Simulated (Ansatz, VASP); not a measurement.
**Two plane-wave programs on P**

The input INCAR:

```
PREC = Accurate
ENCUT = 520
EDIFF = 1E-7
ISMEAR = 0
SIGMA = 0.05
LREAL = F
LASPH = T
NELM = 60
ALGO = Normal
ISIF = 2
LWAVE = F
LCHARG = F
GGA = PE
IVDW = 12
NBANDS = 8
```

File KPOINTS:

```
regular mesh
0
Gamma
  20 20 20
```

File POSCAR:

```
P
1.0
   -1.4982899124      1.4982899124      1.4982899124
    1.4982899124     -1.4982899124      1.4982899124
    1.4982899124      1.4982899124     -1.4982899124
P
1
Direct
    0.0000000000      0.0000000000      0.0000000000
```

Input for Ansatz:

```yaml
crystal:
  lattice:
    - [-1.4982899124, 1.4982899124, 1.4982899124]
    - [1.4982899124, -1.4982899124, 1.4982899124]
    - [1.4982899124, 1.4982899124, -1.4982899124]
  atoms:
    - { symbol: P, position: [0.0, 0.0, 0.0] }
basis:
  ecutwfc: 420
  ecutrho_ratio: 4
kpoints:
  mp_grid: { grid: [20, 20, 20] }
hamiltonian:
  xc: pbe
  dispersion: d3bj
scf:
  occupations: { method: gaussian, width: 0.05 }
output:
  forces: true
  stress: true
  eigenvalues: true
```

Alike in both runs: task single point; functional PBE; dispersion D3(BJ); k mesh 20 × 20 × 20; occupations gaussian, width 0.05 eV; no spin polarisation.

```csv
,VASP,Ansatz
version,VASP 6.6.1,Ansatz 0.2.0
potentials or method,"VASP PAW PBE potentials, release 64 (P), cutoff 520 eV","scalar-relativistic, plane waves, PAW"
valence electrons in the cell,5,5
```

```csv
,VASP,Ansatz,Ansatz less VASP
gap on the k mesh at the Fermi level (eV),none,none,-
pressure (GPa),-0.3,0.0,+0.24
```

A gap of «none» marks a metal or a gap that the smearing closes.
